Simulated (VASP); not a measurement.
A run of VASP 6.6.1 is set up as follows.

File POSCAR:

```
Sb
1.0
    3.3690001795      0.0000000000      0.0000000000
   -1.6845000898      2.9176397408      0.0000000000
    0.0000000000      0.0000000000      5.3300000000
Sb
2
Direct
    0.3333333333      0.6666666667      0.2500000000
    0.6666666667      0.3333333333      0.7500000000
```

File INCAR.step1:

```
  PREC = Accurate
  ENCUT = 520
  ISMEAR = 0
  SIGMA = 0.15
  LREAL = False
  LASPH = True
  NELM = 100
  NBANDS = 12
  GGA = PE
  ALGO = Normal
  EDIFF = 1E-4
  LWAVE = True
  LCHARG = False
```

File INCAR.step2:

```
  PREC = Accurate
  ENCUT = 520
  EDIFF = 1E-6
  ISMEAR = 0
  SIGMA = 0.15
  LREAL = False
  LASPH = True
  NELM = 100
  ALGO = Normal
  ISIF = 2
  LWAVE = False
  LCHARG = False
  METAGGA = R2SCAN
  LMIXTAU = True
  NBANDS = 12
  ISTART = 1
```

KPOINTS

```
regular mesh
0
Gamma
  18 18 10
```

Potentials or basis: VASP PAW PBE potentials, release 64 (Sb).

Launch:

```console
$ cat potpaw_PBE.64/Sb/POTCAR > POTCAR
$ cp INCAR.step1 INCAR
$ mpirun -np 1 vasp_std > vasp.out
$ cp INCAR.step2 INCAR
$ mpirun -np 1 vasp_std > vasp.out
```

Task: What does it give for the pressure?

Result: 2.2 GPa.

Task: What does it give for the band gap on the k mesh?

Result: Zero (bands 5 and 6 overlap by 7.97 eV).

Stress tensor (GPa, compression positive):
```
1.66 0.00 0.00
0.00 1.66 0.00
0.00 0.00 3.38
```

Caveat: the PAW data sets were made with another functional, which shifts forces and pressure a little; spin-orbit coupling is left out, which moves the levels of the heavy elements.
